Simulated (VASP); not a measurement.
Wanted: the native input for a VASP 6.6.1 run.

| Quantity | Value |
| --- | --- |
| Task | single point |
| Functional | PBE |
| Dispersion | D3(BJ) |
| Potentials or basis | VASP PAW PBE potentials, release 64 (Te, Bi_d) |
| Cutoff | 520 eV |
| k mesh | 9 × 9 × 1 |
| Occupations | gaussian, width 0.02 eV |
| Spin | no spin polarisation |
| Dipole correction | yes |
| Further INCAR settings | ALGO = Normal; EDIFF = 1e-06; NBANDS = 59 |

The structure of Bi2Te3 (Tellurobismuthite) lies in POSCAR:

```
Bi2Te3
1.0
    4.3693929082      0.0000000000      0.0000000000
   -2.1846964541      3.7840052576      0.0000000000
    0.0000000000      0.0000000000     61.2372151650
Te Bi
6 4
Direct
    0.0000000000      0.0000000000      0.3555927863
    0.6666666667      0.3333333333      0.4171422965
    0.3333333333      0.6666666667      0.4787590986
    0.6666666667      0.3333333333      0.5212409014
    0.3333333333      0.6666666667      0.5828577035
    0.0000000000      0.0000000000      0.6444072137
    0.3333333333      0.6666666667      0.3838366543
    0.0000000000      0.0000000000      0.4503204745
    0.0000000000      0.0000000000      0.5496795255
    0.6666666667      0.3333333333      0.6161633457
```

One way to write it, as run:

INCAR

```
  ALGO = Normal
  DIPOL = 0.5 0.5 0.500
  EDIFF = 1E-6
  ENCUT = 520
  GGA = PE
  IDIPOL = 3
  ISIF = 2
  ISMEAR = 0
  IVDW = 12
  LASPH = T
  LCHARG = F
  LDIPOL = T
  LREAL = F
  LWAVE = F
  NBANDS = 59
  NELM = 100
  PREC = Accurate
  SIGMA = 0.02
```

KPOINTS

```
k-points
0
Gamma
  9 9 1
```

Potentials or basis: VASP PAW PBE potentials, release 64 (Te, Bi_d).

Run with:

```bash
$ cat potpaw_PBE.64/Te/POTCAR potpaw_PBE.64/Bi_d/POTCAR > POTCAR
$ mpirun -np 1 vasp_std > vasp.out
```

Results of the run:

The largest force is 0.012 eV/Å, the band gap on the k mesh is 0.57 eV, direct and the dispersion energy per atom is -0.403 eV.

Caveat: spin-orbit coupling is left out, which moves the levels of the heavy elements.

It took 21 min on 1 thread of Intel(R) Xeon(R) Platinum 8259CL CPU @ 2.50GHz (Skylake/Cascade Lake) (shared host), peak memory 1.2 GiB.
